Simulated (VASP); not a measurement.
# ZrS2 (P-3m1) in VASP: notebook

Aim: see how the results for ZrS2 move with the level of theory and the settings. Levels: PBEsol, RPBE, LDA, PBEsol+D3(BJ). Tasks: single point.

All numbers are computed with VASP 6.6.1; they aren't measurements. Logs are shortened: lines on timing, memory, paths and dates and some standing lists are left out, and cuts for length are marked.

**1. The cell of the first run**

The structure is trigonal, space group P-3m1 (No. 164). The conventional cell has a = 3.691 Å, b = 3.691 Å, c = 6.041 Å, α = 90.00°, β = 90.00°, γ = 120.00°. Within 3.4 Å of Zr (site symmetry -3m) lie 6 S at 2.57 Å. Within 3.4 Å of S (site symmetry 3m) lie 3 Zr at 2.57 Å.

**2. Single point, PBEsol**

The input, INCAR:

```
SYSTEM = ZrS2
ALGO     = Normal         ! electronic algorithm
EDIFF    = 1E-6           ! SCF threshold, eV
ENCUT    = 500            ! plane-wave cutoff, eV
GGA      = PS             ! functional
GGA_COMPAT= .False.      
ISIF     = 2              ! what is computed and relaxed
ISMEAR   = 1              ! smearing method
LASPH    = .True.         ! aspherical terms in the spheres
LCHARG   = .True.         ! write CHGCAR
LELF     = .True.         ! ELF
LREAL    = .False.        ! projectors in reciprocal space
LVHAR    = .True.       
LWAVE    = .False.        ! write WAVECAR
NBANDS   = 19             ! bands
NELM     = 120            ! most SCF steps
PREC     = Accurate       ! precision mode
SIGMA    = 0.02           ! smearing width, eV
```

The input, KPOINTS:

```
k-points
0
Gamma
  6 6 4
  0 0 0
```

The input, POSCAR:

```
ZrS2
1.0
    3.6913825498      0.0000000000      0.0000000000
   -1.8456912749      3.1968310632      0.0000000000
    0.0000000000      0.0000000000      6.0410770100
Zr S
1 2
Direct
    0.0000000000      0.0000000000      0.0000000000
    0.6666666667      0.3333333333      0.7620900300
    0.3333333333      0.6666666667      0.2379099700
```

Potentials or basis: VASP PAW PBE potentials, release 64 (Zr_sv, S).

Run with:

```console
$ cat potpaw_PBE.64/Zr_sv/POTCAR potpaw_PBE.64/S/POTCAR > POTCAR
$ mpirun -np 1 vasp_std > vasp.out
```

OUTCAR:

```text
SYSTEM = ZrS2
   EDIFF = 1E-6
   ENCUT = 500
   GGA = PS
   ISIF = 2
   ISMEAR = 1
   LASPH = .True.
   LREAL = .False.
   NELM = 120
   PREC = Accurate

 ion  position               nearest neighbor table
   1  0.000  0.000  0.000-   2 2.57   3 2.57   3 2.57   2 2.57   2 2.57   3 2.57
   2  0.667  0.333  0.762-   1 2.57   1 2.57   1 2.57
   3  0.333  0.667  0.238-   1 2.57   1 2.57   1 2.57

  LATTYP: Found a hexagonal cell.
 ALAT       =     3.6913825498
 C/A-ratio  =     1.6365350728

  Lattice vectors:

 A1 = (   3.6913825498,   0.0000000000,   0.0000000000)
 A2 = (  -1.8456912749,   3.1968310632,   0.0000000000)
 A3 = (   0.0000000000,   0.0000000000,   6.0410770100)

Analysis of symmetry for initial positions (statically):
=====================================================================
 Subroutine PRICEL returns:
 Original cell was already a primitive cell.

 Routine SETGRP: Setting up the symmetry group for a
 hexagonal supercell.

 Subroutine GETGRP returns: Found 12 space group operations
 (whereof 12 operations were pure point group operations)
 out of a pool of 24 trial point group operations.

The static configuration has the point symmetry D_3d.

Analysis of symmetry for dynamics (positions and initial velocities):
=====================================================================
 Subroutine PRICEL returns:
 Original cell was already a primitive cell.

 Routine SETGRP: Setting up the symmetry group for a
 hexagonal supercell.

 Subroutine GETGRP returns: Found 12 space group operations
 (whereof 12 operations were pure point group operations)
 out of a pool of 24 trial point group operations.

The dynamic configuration has the point symmetry D_3d.

 Subroutine INISYM returns: Found 12 space group operations
 (whereof 12 operations are pure point group operations),
 and found     1 'primitive' translations

----------------------------------------------------------------------------------------

                                     Primitive cell

  volume of cell :      71.2891

  direct lattice vectors                    reciprocal lattice vectors
     3.691382550  0.000000000  0.000000000     0.270901210  0.156404887  0.000000000
    -1.845691275  3.196831063  0.000000000     0.000000000  0.312809773  0.000000000
     0.000000000  0.000000000  6.041077010     0.000000000  0.000000000  0.165533397

  length of vectors
     3.691382550  3.691382550  6.041077010     0.312809773  0.312809773  0.165533397

  position of ions in fractional coordinates (direct lattice)
     0.000000000  0.000000000  0.000000000
     0.666666667  0.333333333  0.762090030
     0.333333333  0.666666667  0.237909970

  ion indices of the primitive-cell ions
   primitive index   ion index
                 1           1
                 2           2
                 3           3

----------------------------------------------------------------------------------------

 KPOINTS: k-points

Automatic generation of k-mesh.
 Grid dimensions read from file:
 generate k-points for:    6    6    4

 Generating k-lattice:

  Cartesian coordinates                     Fractional coordinates (reciprocal lattice)
     0.045150202  0.026067481  0.000000000     0.166666667  0.000000000  0.000000000
     0.000000000  0.052134962  0.000000000     0.000000000  0.166666667  0.000000000
     0.000000000  0.000000000  0.041383349     0.000000000  0.000000000  0.250000000

  Length of vectors
     0.052134962  0.052134962  0.041383349

  Shift w.r.t. Gamma in fractional coordinates (k-lattice)
     0.000000000  0.000000000  0.000000000

 Subroutine IBZKPT returns following result:
 ===========================================

 Found     24 irreducible k-points:

 Following reciprocal coordinates:
            Coordinates               Weight
  0.000000  0.000000  0.000000      1.000000
  0.166667 -0.000000  0.000000      6.000000
  0.333333 -0.000000  0.000000      6.000000
  0.500000  0.000000  0.000000      3.000000
  0.166667  0.166667  0.000000      6.000000
  0.333333  0.166667  0.000000     12.000000
[... 16 lines left out ...]
  0.333333  0.166667  0.500000     12.000000
  0.333333  0.333333  0.500000      2.000000
   k-points           NKPTS =     24   k-points in BZ     NKDIM =     24   number of bands    NBANDS=     19
   number of dos      NEDOS =    301   number of ions     NIONS =      3
   total plane-waves  NPLWV =  37632
   dimension x,y,z NGX =    28 NGY =   28 NGZ =   48
   dimension x,y,z NGXF=    56 NGYF=   56 NGZF=   96
   ions per type =               1   2
   NGX,Y,Z   is equivalent  to a cutoff of  12.61, 12.61, 13.21 a.u.
   NGXF,Y,Z  is equivalent  to a cutoff of  25.22, 25.22, 26.42 a.u.
 SYSTEM =  ZrS2
   PREC   = accura    normal or accurate (medium, high low for compatibility)
   ISTART =      0    job   : 0-new  1-cont  2-samecut
   ICHARG =      2    charge: 1-file 2-atom 10-const
   ISPIN  =      1    spin polarized calculation?
   LNONCOLLINEAR =      F non collinear calculations
   LSORBIT =      F    spin-orbit coupling
   LASPH  =      T    aspherical Exc in radial PAW
   ENCUT  =  500.0 eV  36.75 Ry    6.06 a.u.   6.73  6.73 11.01*2*pi/ulx,y,z
   NELM   =    120;   NELMIN=  2; NELMDL= -5     # of ELM steps
   EDIFF  = 0.1E-05   stopping-criterion for ELM
   LREAL  =      F    real-space projection
   EDIFFG = 0.1E-04   stopping-criterion for IOM
   NSW    =      0    number of steps for IOM
   IBRION =     -1    ionic relax: 0-MD 1-quasi-New 2-CG
   NFREE  =      0    steps in history (QN), initial steepest desc. (CG)
   ISIF   =      2    stress and relaxation
   ISYM   =      2    0-nonsym 1-usesym 2-fastsym
   POTIM  = 0.5000    time-step for ionic-motion
   TEBEG  =    0.0;   TEEND  =   0.0 temperature during run
   PSTRESS=    0.0 pullay stress
   NELECT =      24.0000    total number of electrons
   NUPDOWN=      -1.0000    fix difference up-down
   EMIN   =  10.00;   EMAX   =-10.00  energy-range for DOS
   EFERMI =   0.00;   METHOD = LEGACY
   ISMEAR =     1;   SIGMA  =   0.02  broadening in eV -4-tet -1-fermi 0-gaus
   EFERMI_NEDOS =   21; number of points for ismear=-14 and -15
   IALGO  =     38    algorithm
   IMIX   =      4    mixing-type and parameters
     AMIX     =   0.40;   BMIX     =  1.00
     AMIX_MAG =   1.60;   BMIX_MAG =  1.00
  volume/ion in A,a.u.               =      23.76       160.36
  Fermi-wavevector in a.u.,A,eV,Ry     =   1.138861  2.152136 17.646828  1.297005
  Thomas-Fermi vector in A             =   2.275565
   LORBIT       =      0    0 simple, 1 ext, 2 COOP (PROOUT), +10 PAW based schemes
   GGA     = PS    functional components
   LHFCALC =     F    Hartree Fock is set to
   AEXX    =    0.0000 exact exchange contribution
   IVDW    =     0    specifies the selected vdW correction
   LEPSILON=     F    determine dielectric tensor
   LRPA    =     F    only Hartree local field effects (RPA)
 non-spin polarized calculation
 Methfessel and Paxton  Order N= 1 SIGMA  =   0.02
  energy-cutoff  :      500.00
  volume of cell :       71.29
 maximum number of plane-waves:      1834
 NGX is ok and might be reduce to    28
   NGX = 13   NGY = 13   NGZ = 23

 number of electron      23.9999999 magnetization

 Free energy of the ion-electron system (eV)
  ---------------------------------------------------
  ext. energy  EPLUGINS =         0.00000000
  ---------------------------------------------------
  free energy    TOTEN  =       -22.52743913 eV

  energy without entropy =      -22.52749741  energy(sigma->0) =      -22.52745856

 E-fermi :   4.0206     XC(G=0):  -9.5126

 val. band max:        4.0040613126   @ k =   0.1667  -0.0000   0.0000
 cond. band min:       5.0084247618   @ k =   0.5000   0.0000   0.5000
 fundamental gap:      1.0043634492
 Fermi energy:         4.0205676997

 k-point     1 :       0.0000    0.0000    0.0000
  band No.  band energies     occupation
      1     -44.8269      2.00000
      2     -22.9220      2.00000
      3     -22.7696      2.00000
      4     -22.7696      2.00000
      5      -8.5158      2.00000
      6      -7.1000      2.00000
[... 11 lines left out ...]
     18       9.6316      0.00000
     19       9.8070      0.00000

 k-point     2 :       0.1667   -0.0000    0.0000
  band No.  band energies     occupation
      1     -44.8225      2.00000
      2     -22.9085      2.00000
      3     -22.8335      2.00000
      4     -22.7833      2.00000
      5      -8.2458      2.00000
      6      -7.1653      2.00000
[... 11 lines left out ...]
     18      10.7152      0.00000
     19      11.3928      0.00000

 k-point     3 :       0.3333   -0.0000    0.0000
  band No.  band energies     occupation
      1     -44.8137      2.00000
      2     -22.9594      2.00000
      3     -22.8802      2.00000
      4     -22.8106      2.00000
      5      -7.6935      2.00000
      6      -7.2449      2.00000
[... 11 lines left out ...]
     18      11.3958      0.00000
     19      12.1619      0.00000

 k-point     4 :       0.5000    0.0000    0.0000
  band No.  band energies     occupation
      1     -44.8092      2.00000
      2     -23.0204      2.00000
      3     -22.8665      2.00000
      4     -22.8242      2.00000
      5      -7.5434      2.00000
      6      -7.1100      2.00000
[... 11 lines left out ...]
     18      10.6411      0.00000
     19      11.9070      0.00000

 k-point     5 :       0.1667    0.1667    0.0000
  band No.  band energies     occupation
      1     -44.8159      2.00000
      2     -22.9155      2.00000
      3     -22.8883      2.00000
      4     -22.8160      2.00000
      5      -7.8128      2.00000
      6      -7.2545      2.00000
[... 11 lines left out ...]
     18      12.1139      0.00000
     19      12.8113      0.00000

 k-point     6 :       0.3333    0.1667    0.0000
  band No.  band energies     occupation
      1     -44.8092      2.00000
      2     -22.9876      2.00000
      3     -22.8681      2.00000
      4     -22.8568      2.00000
      5      -7.4402      2.00000
      6      -7.2202      2.00000
[... 11 lines left out ...]
     18      11.8328      0.00000
     19      12.2545      0.00000

 k-point     7 :       0.3333    0.3333    0.0000
  band No.  band energies     occupation
      1     -44.8070      2.00000
      2     -22.9419      2.00000
      3     -22.9419      2.00000
      4     -22.8604      2.00000
      5      -7.2563      2.00000
      6      -7.2563      2.00000
[... 11 lines left out ...]
     18      11.7940      0.00000
     19      13.6865      0.00000

 k-point     8 :       0.0000    0.0000    0.2500
  band No.  band energies     occupation
      1     -44.8270      2.00000
      2     -22.9222      2.00000
      3     -22.7696      2.00000
      4     -22.7696      2.00000
      5      -8.4309      2.00000
      6      -7.2374      2.00000
[... 256 lines left out ...]
 k-point    20 :       0.3333   -0.0000    0.5000
  band No.  band energies     occupation
      1     -44.8136      2.00000
      2     -22.9594      2.00000
      3     -22.8804      2.00000
      4     -22.8106      2.00000
      5      -7.6331      2.00000
      6      -7.3066      2.00000
[... 11 lines left out ...]
     18      10.7443      0.00000
     19      11.6621      0.00000

 k-point    21 :       0.5000    0.0000    0.5000
  band No.  band energies     occupation
      1     -44.8092      2.00000
      2     -23.0204      2.00000
      3     -22.8667      2.00000
      4     -22.8242      2.00000
      5      -7.6083      2.00000
      6      -7.0254      2.00000
[... 11 lines left out ...]
     18      10.4043      0.00000
     19      11.1770      0.00000

 k-point    22 :       0.1667    0.1667    0.5000
  band No.  band energies     occupation
      1     -44.8159      2.00000
      2     -22.9155      2.00000
      3     -22.8886      2.00000
      4     -22.8159      2.00000
      5      -7.6556      2.00000
      6      -7.4291      2.00000
[... 11 lines left out ...]
     18      12.4074      0.00000
     19      12.4831      0.00000

 k-point    23 :       0.3333    0.1667    0.5000
  band No.  band energies     occupation
      1     -44.8092      2.00000
      2     -22.9875      2.00000
      3     -22.8683      2.00000
      4     -22.8568      2.00000
      5      -7.4810      2.00000
      6      -7.1725      2.00000
[... 11 lines left out ...]
     18      11.1243      0.00000
     19      11.8793      0.00000

 k-point    24 :       0.3333    0.3333    0.5000
  band No.  band energies     occupation
      1     -44.8070      2.00000
      2     -22.9418      2.00000
      3     -22.9418      2.00000
      4     -22.8606      2.00000
      5      -7.2584      2.00000
      6      -7.2584      2.00000
[... 11 lines left out ...]
     18      12.1513      0.00000
     19      12.5771      0.00000

------------------------ aborting loop because EDIFF is reached ----------------------------------------

  FORCE on cell =-STRESS in cart. coord.  units (eV):
  Direction    XX          YY          ZZ          XY          YZ          ZX
  --------------------------------------------------------------------------------------
  -------------------------------------------------------------------------------------
  Total       -1.3261475     -1.3261475     -0.5898618      0.0000000     -0.0000000     -0.0000000
  in kB      -29.8043264    -29.8043264    -13.2567712      0.0000000     -0.0000000     -0.0000000
  external PRESSURE =     -24.2884747 kB  Pullay stress =       0.0000000 kB

 VOLUME and BASIS-vectors are now :
 -----------------------------------------------------------------------------
  energy-cutoff  :      500.00
  volume of cell :       71.29
      direct lattice vectors                 reciprocal lattice vectors
     3.691382550  0.000000000  0.000000000     0.270901210  0.156404887  0.000000000
    -1.845691275  3.196831063  0.000000000     0.000000000  0.312809773  0.000000000
     0.000000000  0.000000000  6.041077010     0.000000000  0.000000000  0.165533397

 POSITION                                       TOTAL-FORCE (eV/Angst)
 -----------------------------------------------------------------------------------
      0.00000      0.00000      0.00000         0.000000      0.000000      0.000000
      1.84569      1.06561      4.60384         0.000000     -0.000000      0.142313
     -0.00000      2.13122      1.43723        -0.000000     -0.000000     -0.142313
 -----------------------------------------------------------------------------------
    total drift:                                0.000000      0.000000      0.000000

  FREE ENERGIE OF THE ION-ELECTRON SYSTEM (eV)
  ---------------------------------------------------
  free  energy   TOTEN  =       -22.5274391338 eV

  energy  without entropy=      -22.5274974131  energy(sigma->0) =      -22.52745856
```

Wall time 28 s (1 thread of Intel Xeon Platinum 8375C at 2.90GHz (Ice Lake), shared host); peak memory 0.19 GiB.

Results:

- Free energy: -22.5274 eV
- Pressure: -2.4 GPa
- Largest force: 0.142 eV/Å
- Band gap on the k mesh: 1.00 eV (least direct gap 1.58 eV)

Forces in eV/Å, atoms in the order of the input:
```
Zr   0.000  0.000  0.000
S    0.000  0.000  0.142
S    0.000  0.000 -0.142
```

Stress tensor (GPa, compression positive):
```
-2.98  0.00  0.00
 0.00 -2.98  0.00
 0.00  0.00 -1.33
```

Caveat: the PAW data sets were made with another functional, which shifts forces and pressure a little; this functional lacks dispersion, which binds the layers, so the pressure and a relaxed spacing across them are unreliable. A k mesh can miss the band edges.

**3. Single point, RPBE**

The input, INCAR:

```
SYSTEM = ZrS2
  ALGO = Normal
  EDIFF = 1E-6
  ENCUT = 500
  GGA = RP
  GGA_COMPAT = .FALSE.
  ISIF = 2
  ISMEAR = -5
  LASPH = .TRUE.
  LCHARG = .TRUE.
  LELF = .TRUE.
  LREAL = .FALSE.
  LVHAR = .TRUE.
  LWAVE = .FALSE.
  NBANDS = 19
  NELM = 120
  PREC = Accurate
  SIGMA = 0.1
```

The input, KPOINTS:

```
k-points
0
G
  6 6 4
  0 0 0
```

POSCAR is that of step 2.

Potentials or basis: VASP PAW PBE potentials, release 64 (Zr_sv, S).

Run with:

```console
$ cat potpaw_PBE.64/Zr_sv/POTCAR potpaw_PBE.64/S/POTCAR > POTCAR
$ mpirun -np 1 vasp_std > vasp.out
```

Wall time 32 s (1 thread of Intel Xeon Platinum 8375C at 2.90GHz (Ice Lake), shared host); peak memory 0.19 GiB.

It converged, with:

| Quantity | Value |
| --- | --- |
| Free energy | -20.3986 eV |
| Pressure | 2.6 GPa |
| Largest force | 0.123 eV/Å |
| Band gap on the k mesh | 1.13 eV (least direct gap 1.68 eV) |

Forces on the atoms (eV/Å):
```
Zr   0.000  0.000  0.000
S    0.000  0.000 -0.123
S    0.000  0.000  0.123
```

Stress tensor (GPa, compression positive):
```
2.25 0.00 0.00
0.00 2.25 0.00
0.00 0.00 3.18
```

Levels at points of the mesh, in eV from the valence-band top:
```
           k point  band 10  band 11  band 12  band 13  band 14  band 15
(0.00, 0.00, 0.00)    -0.04    -0.04     0.00     1.68     1.68     2.53
(0.50, 0.00, 0.00)    -2.28    -1.58    -1.11     1.29     3.33     3.59
(0.00, 0.00, 0.50)    -1.46    -0.14    -0.14     1.66     1.66     2.84
(0.50, 0.00, 0.50)    -2.14    -0.92    -0.75     1.13     3.32     3.59
```

Caveat: the PAW data sets were made with another functional, which shifts forces and pressure a little; this functional lacks dispersion, which binds the layers, so the pressure and a relaxed spacing across them are unreliable. A k mesh can miss the band edges.

(Continued in part 2 of 2.)
